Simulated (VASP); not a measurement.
# Ti4H in VASP: single point with PBE

Aim: the single point of Ti4H with PBE.

Everything below comes from runs of VASP 6.6.1. Logs are shortened: lines on timing, memory, paths and dates and some standing lists are left out, and cuts for length are marked.

### 1 The cell of the first run

The cell holds a slab with vacuum, 5 atoms: a = 3.255 Å, b = 3.255 Å, c = 20.179 Å, α = 90.00°, β = 90.00°, γ = 90.00°.

### 2 Single point, PBE

Input file INCAR:

```
  PREC = Accurate
  ENCUT = 520
  EDIFF = 1E-6
  ISMEAR = 0
  SIGMA = 0.1
  LREAL = F
  LASPH = T
  NELM = 80
  ALGO = Normal
  ISIF = 2
  LWAVE = F
  LCHARG = F
  LDIPOL = T
  IDIPOL = 3
  DIPOL = 0.5 0.5 0.347
  GGA = PE
  NBANDS = 32
```

Input file KPOINTS:

```
Automatic mesh
0
Gamma
  8 8 1
```

Input file POSCAR:

```
Ti4H
1.0
    3.2553359259      0.0000000000      0.0000000000
    0.0000000000      3.2553359259      0.0000000000
    0.0000000000      0.0000000000     20.1793674375
Ti H
4 1
Direct
    0.5000000000      0.5000000000      0.1982222690
    0.0000000000      0.0000000000      0.2788822782
    0.5000000000      0.5000000000      0.3551865247
    0.0000000000      0.0000000000      0.4301109767
    0.0000000000      0.5000000000      0.4731551289
```

Potentials or basis: VASP PAW PBE potentials, release 64 (Ti_sv, H).

Launch:

```
$ cat potpaw_PBE.64/Ti_sv/POTCAR potpaw_PBE.64/H/POTCAR > POTCAR
$ mpirun -np 1 vasp_std > vasp.out
```

OUTCAR:

```text
PREC = Accurate
   ENCUT = 520
   EDIFF = 1E-6
   ISMEAR = 0
   LREAL = F
   LASPH = T
   NELM = 80
   ISIF = 2
   GGA = PE

 ion  position               nearest neighbor table
   1  0.500  0.500  0.198-   2 2.82   2 2.82   2 2.82   2 2.82
   2  0.000  0.000  0.279-   3 2.77   3 2.77   3 2.77   3 2.77   1 2.82   1 2.82   1 2.82   1 2.82

   3  0.500  0.500  0.355-   4 2.75   4 2.75   4 2.75   4 2.75   2 2.77   2 2.77   2 2.77   2 2.77

   4  0.000  0.000  0.430-   5 1.84   5 1.84   3 2.75   3 2.75   3 2.75   3 2.75
   5  0.000  0.500  0.473-   4 1.84   4 1.84

  LATTYP: Found a simple tetragonal cell.
 ALAT       =     3.2553359259
 C/A-ratio  =     6.1988587036

  Lattice vectors:

 A1 = (   3.2553359259,   0.0000000000,   0.0000000000)
 A2 = (   0.0000000000,   3.2553359259,   0.0000000000)
 A3 = (   0.0000000000,   0.0000000000,  20.1793674375)

Analysis of symmetry for initial positions (statically):
=====================================================================
 Subroutine PRICEL returns:
 Original cell was already a primitive cell.

 Routine SETGRP: Setting up the symmetry group for a
 simple tetragonal supercell.

 Subroutine GETGRP returns: Found  4 space group operations
 (whereof  4 operations were pure point group operations)
 out of a pool of 16 trial point group operations.

The static configuration has the point symmetry C_2v.

Analysis of symmetry for dynamics (positions and initial velocities):
=====================================================================
 Subroutine PRICEL returns:
 Original cell was already a primitive cell.

 Routine SETGRP: Setting up the symmetry group for a
 simple tetragonal supercell.

 Subroutine GETGRP returns: Found  4 space group operations
 (whereof  4 operations were pure point group operations)
 out of a pool of 16 trial point group operations.

The dynamic configuration has the point symmetry C_2v.

 Subroutine INISYM returns: Found  4 space group operations
 (whereof  4 operations are pure point group operations),
 and found     1 'primitive' translations

----------------------------------------------------------------------------------------

                                     Primitive cell

  volume of cell :     213.8450

  direct lattice vectors                    reciprocal lattice vectors
     3.255335926  0.000000000  0.000000000     0.307187959  0.000000000  0.000000000
     0.000000000  3.255335926  0.000000000     0.000000000  0.307187959  0.000000000
     0.000000000  0.000000000 20.179367438     0.000000000  0.000000000  0.049555567

  length of vectors
     3.255335926  3.255335926 20.179367438     0.307187959  0.307187959  0.049555567

  position of ions in fractional coordinates (direct lattice)
     0.500000000  0.500000000  0.198222269
     0.000000000  0.000000000  0.278882278
     0.500000000  0.500000000  0.355186525
     0.000000000  0.000000000  0.430110977
     0.000000000  0.500000000  0.473155129

  ion indices of the primitive-cell ions
   primitive index   ion index
                 1           1
                 2           2
                 3           3
                 4           4
                 5           5

----------------------------------------------------------------------------------------

 KPOINTS: Automatic mesh

Automatic generation of k-mesh.
 Grid dimensions read from file:
 generate k-points for:    8    8    1

 Generating k-lattice:

  Cartesian coordinates                     Fractional coordinates (reciprocal lattice)
     0.038398495  0.000000000  0.000000000     0.125000000  0.000000000  0.000000000
     0.000000000  0.038398495  0.000000000     0.000000000  0.125000000  0.000000000
     0.000000000  0.000000000  0.049555567     0.000000000  0.000000000  1.000000000

  Length of vectors
     0.038398495  0.038398495  0.049555567

  Shift w.r.t. Gamma in fractional coordinates (k-lattice)
     0.000000000  0.000000000  0.000000000

 Subroutine IBZKPT returns following result:
 ===========================================

 Found     25 irreducible k-points:

 Following reciprocal coordinates:
            Coordinates               Weight
  0.000000  0.000000  0.000000      1.000000
  0.125000  0.000000  0.000000      2.000000
  0.000000  0.125000  0.000000      2.000000
  0.250000  0.000000  0.000000      2.000000
  0.000000  0.250000  0.000000      2.000000
  0.375000  0.000000  0.000000      2.000000
[... 16 lines left out ...]
  0.500000  0.375000  0.000000      2.000000
 -0.375000  0.500000  0.000000      2.000000
   k-points           NKPTS =     25   k-points in BZ     NKDIM =     25   number of bands    NBANDS=     32
   number of dos      NEDOS =    301   number of ions     NIONS =      5
   total plane-waves  NPLWV =  86400
   dimension x,y,z NGX =    24 NGY =   24 NGZ =  150
   dimension x,y,z NGXF=    48 NGYF=   48 NGZF=  300
   ions per type =               4   1
   NGX,Y,Z   is equivalent  to a cutoff of  12.26, 12.26, 12.36 a.u.
   NGXF,Y,Z  is equivalent  to a cutoff of  24.51, 24.51, 24.72 a.u.
 SYSTEM =  unknown system
   PREC   = accura    normal or accurate (medium, high low for compatibility)
   ISTART =      0    job   : 0-new  1-cont  2-samecut
   ICHARG =      2    charge: 1-file 2-atom 10-const
   ISPIN  =      1    spin polarized calculation?
   LNONCOLLINEAR =      F non collinear calculations
   LSORBIT =      F    spin-orbit coupling
   LASPH  =      T    aspherical Exc in radial PAW
   ENCUT  =  520.0 eV  38.22 Ry    6.18 a.u.   6.05  6.05 37.52*2*pi/ulx,y,z
   NELM   =     80;   NELMIN=  2; NELMDL= -5     # of ELM steps
   EDIFF  = 0.1E-05   stopping-criterion for ELM
   LREAL  =      F    real-space projection
   EDIFFG = 0.1E-04   stopping-criterion for IOM
   NSW    =      0    number of steps for IOM
   IBRION =     -1    ionic relax: 0-MD 1-quasi-New 2-CG
   NFREE  =      0    steps in history (QN), initial steepest desc. (CG)
   ISIF   =      2    stress and relaxation
   ISYM   =      2    0-nonsym 1-usesym 2-fastsym
   POTIM  = 0.5000    time-step for ionic-motion
   TEBEG  =    0.0;   TEEND  =   0.0 temperature during run
   PSTRESS=    0.0 pullay stress
   NELECT =      49.0000    total number of electrons
   NUPDOWN=      -1.0000    fix difference up-down
   EMIN   =  10.00;   EMAX   =-10.00  energy-range for DOS
   EFERMI =   0.00;   METHOD = LEGACY
   ISMEAR =     0;   SIGMA  =   0.10  broadening in eV -4-tet -1-fermi 0-gaus
   EFERMI_NEDOS =   21; number of points for ismear=-14 and -15
   IALGO  =     38    algorithm
   IMIX   =      4    mixing-type and parameters
     AMIX     =   0.40;   BMIX     =  1.00
     AMIX_MAG =   1.60;   BMIX_MAG =  1.00
  volume/ion in A,a.u.               =      42.77       288.62
  Fermi-wavevector in a.u.,A,eV,Ry     =   1.001783  1.893096 13.654397  1.003570
  Thomas-Fermi vector in A             =   2.134228
   LORBIT       =      0    0 simple, 1 ext, 2 COOP (PROOUT), +10 PAW based schemes
   GGA     = PE    functional components
   LHFCALC =     F    Hartree Fock is set to
   AEXX    =    0.0000 exact exchange contribution
   IVDW    =     0    specifies the selected vdW correction
   LEPSILON=     F    determine dielectric tensor
   LRPA    =     F    only Hartree local field effects (RPA)
 non-spin polarized calculation
 Gauss-broadening in eV      SIGMA  =   0.10
  energy-cutoff  :      520.00
  volume of cell :      213.85
 maximum number of plane-waves:      5808
   NGX = 13   NGY = 13   NGZ = 75

 dipolmoment           0.000000      0.000000     -0.245163 electrons x Angstroem

 number of electron      49.0000021 magnetization

 dipolmoment           0.000000      0.000000      0.039035 electrons x Angstroem

 Free energy of the ion-electron system (eV)
  ---------------------------------------------------
  ext. energy  EPLUGINS =         0.00000000
  ---------------------------------------------------
  free energy    TOTEN  =       -32.50042220 eV

  energy without entropy =      -32.45469305  energy(sigma->0) =      -32.47755763

 E-fermi :   0.3906     XC(G=0):  -4.8258

 val. band max:        0.3818619016   @ k =   0.0000   0.3750   0.0000
 cond. band min:       0.4138109758   @ k =   0.2500   0.1250   0.0000
 fundamental gap:      0.0319490743
 Fermi energy:         0.3906035079

 k-point     1 :       0.0000    0.0000    0.0000
  band No.  band energies     occupation
      1     -56.6832      2.00000
      2     -56.3521      2.00000
      3     -55.9533      2.00000
      4     -55.8065      2.00000
      5     -33.0425      2.00000
      6     -32.8387      2.00000
[... 24 lines left out ...]
     31       2.0211      0.00000
     32       2.0791      0.00000

 k-point     2 :       0.1250    0.0000    0.0000
  band No.  band energies     occupation
      1     -56.6812      2.00000
      2     -56.3489      2.00000
      3     -55.9481      2.00000
      4     -55.8111      2.00000
      5     -33.0438      2.00000
      6     -32.8527      2.00000
[... 24 lines left out ...]
     31       1.6340      0.00000
     32       2.3190      0.00000

 k-point     3 :       0.0000    0.1250    0.0000
  band No.  band energies     occupation
      1     -56.6812      2.00000
      2     -56.3486      2.00000
      3     -55.9481      2.00000
      4     -55.8111      2.00000
      5     -33.0439      2.00000
      6     -32.8592      2.00000
[... 24 lines left out ...]
     31       1.7110      0.00000
     32       2.2850      0.00000

 k-point     4 :       0.2500    0.0000    0.0000
  band No.  band energies     occupation
      1     -56.6763      2.00000
      2     -56.3412      2.00000
      3     -55.9337      2.00000
      4     -55.8239      2.00000
      5     -33.0479      2.00000
      6     -32.9013      2.00000
[... 24 lines left out ...]
     31       1.7039      0.00000
     32       2.5140      0.00000

 k-point     5 :       0.0000    0.2500    0.0000
  band No.  band energies     occupation
      1     -56.6763      2.00000
      2     -56.3404      2.00000
      3     -55.9337      2.00000
      4     -55.8240      2.00000
      5     -33.0481      2.00000
      6     -32.9076      2.00000
[... 584 lines left out ...]
     31       2.2504      0.00000
     32       2.5742      0.00000

 k-point    22 :       0.3750    0.3750    0.0000
  band No.  band energies     occupation
      1     -56.6625      2.00000
      2     -56.3219      2.00000
      3     -55.8962      2.00000
      4     -55.8439      2.00000
      5     -33.0223      2.00000
      6     -32.9433      2.00000
[... 24 lines left out ...]
     31       2.2354      0.00000
     32       2.4608      0.00000

 k-point    23 :       0.5000    0.3750    0.0000
  band No.  band energies     occupation
      1     -56.6610      2.00000
      2     -56.3202      2.00000
      3     -55.8927      2.00000
      4     -55.8447      2.00000
      5     -33.0164      2.00000
      6     -32.9575      2.00000
[... 24 lines left out ...]
     31       2.3876      0.00000
     32       2.4963      0.00000

 k-point    24 :      -0.3750    0.5000    0.0000
  band No.  band energies     occupation
      1     -56.6610      2.00000
      2     -56.3200      2.00000
      3     -55.8926      2.00000
      4     -55.8447      2.00000
      5     -33.0164      2.00000
      6     -32.9630      2.00000
[... 24 lines left out ...]
     31       2.3131      0.00000
     32       2.6215      0.00000

 [... further k-points ...]

------------------------ aborting loop because EDIFF is reached ----------------------------------------

 vacuum level on the upper side and lower side of the slab       (xc-potential included)         0.173        -0.509

  FORCE on cell =-STRESS in cart. coord.  units (eV):
  Direction    XX          YY          ZZ          XY          YZ          ZX
  --------------------------------------------------------------------------------------
  -------------------------------------------------------------------------------------
  Total       -1.3506842     -1.6707242     -0.8851079      0.0000000      0.0000000      0.0000000
  in kB      -10.1196436    -12.5174590     -6.6314368      0.0000000      0.0000000      0.0000000
  external PRESSURE =      -9.7561798 kB  Pullay stress =       0.0000000 kB

 VOLUME and BASIS-vectors are now :
 -----------------------------------------------------------------------------
  energy-cutoff  :      520.00
  volume of cell :      213.85
      direct lattice vectors                 reciprocal lattice vectors
     3.255335926  0.000000000  0.000000000     0.307187959  0.000000000  0.000000000
     0.000000000  3.255335926  0.000000000     0.000000000  0.307187959  0.000000000
     0.000000000  0.000000000 20.179367438     0.000000000  0.000000000  0.049555567

 POSITION                                       TOTAL-FORCE (eV/Angst)
 -----------------------------------------------------------------------------------
      1.62767      1.62767      4.00000         0.000000      0.000000      0.583270
      0.00000      0.00000      5.62767         0.000000      0.000000     -0.423290
      1.62767      1.62767      7.16744         0.000000      0.000000     -0.384280
      0.00000      0.00000      8.67937         0.000000      0.000000      0.218836
      0.00000      1.62767      9.54797         0.000000      0.000000      0.005464
 -----------------------------------------------------------------------------------
    total drift:                                0.000000      0.000000     -0.000469

  FREE ENERGIE OF THE ION-ELECTRON SYSTEM (eV)
  ---------------------------------------------------
  free  energy   TOTEN  =       -32.5004222013 eV

  energy  without entropy=      -32.4546930501  energy(sigma->0) =      -32.47755763

 vacuum level on the upper side and lower side of the slab         4.152         3.432
```

Run time: 2.3 min. Hardware: 1 thread of Intel Xeon 6975P-C (Granite Rapids), shared host; peak memory 0.35 GiB.

Results:

```
Free energy   : -32.5004 eV
Largest force : 0.583 eV/Å
```

Forces on the atoms (eV/Å):
```
Ti   0.000  0.000  0.583
Ti   0.000  0.000 -0.423
Ti   0.000  0.000 -0.384
Ti   0.000  0.000  0.219
H    0.000  0.000  0.005
```

Levels at points of the mesh, in eV from the Fermi level:
```csv
k point,band 22,band 23,band 24,band 25,band 26,band 27
"(0.00, 0.00, 0.00)",-1.06,-0.06,0.19,0.64,0.90,0.92
"(0.50, 0.00, 0.00)",-0.36,-0.22,-0.17,0.35,0.37,0.63
"(0.00, 0.50, 0.00)",-0.35,-0.19,-0.19,0.04,0.42,0.77
"(0.50, 0.50, 0.00)",-0.67,-0.67,-0.39,-0.37,-0.08,0.05
```
